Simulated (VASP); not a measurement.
Zn, 1 atom in the cell. Symmetry: Im-3m, No. 229, cubic system. Conventional cell: a = 3.190 Å, b = 3.190 Å, c = 3.190 Å, α = 90.00°, β = 90.00°, γ = 90.00°. Zn (site symmetry m-3m) has 14 Zn at 2.76 to 3.19 Å within 3.6 Å. 

| Property | Result |
| --- | --- |
| Program | VASP 6.6.1 |
| Task | single point |
| Functional | PBE |
| Potentials or basis | VASP PAW PBE potentials, release 64 (Zn) |
| Cutoff | 520 eV |
| k mesh | 8 × 8 × 8 |
| Occupations | gaussian, width 0.1 eV |
| Spin | no spin polarisation |
| Dipole correction | no |
| Further INCAR settings | ALGO = Normal; EDIFF = 1e-06; NBANDS = 12 |

Potentials or basis: VASP PAW PBE potentials, release 64 (Zn).

Run with:

```bash
$ cat potpaw_PBE.64/Zn/POTCAR > POTCAR
$ mpirun -np 1 vasp_std > vasp.out
```

Hardware: 1 thread of Intel(R) Xeon(R) Platinum 8259CL CPU @ 2.50GHz (Skylake/Cascade Lake), with other jobs on the host.

Problem. How long does it take, and how much memory?

Solution. Run time: 4.2 s on 1 thread of Intel(R) Xeon(R) Platinum 8259CL CPU @ 2.50GHz (Skylake/Cascade Lake), with other jobs on the host, peak memory 0.13 GiB. Counts: scf iterations 10, k points 29.
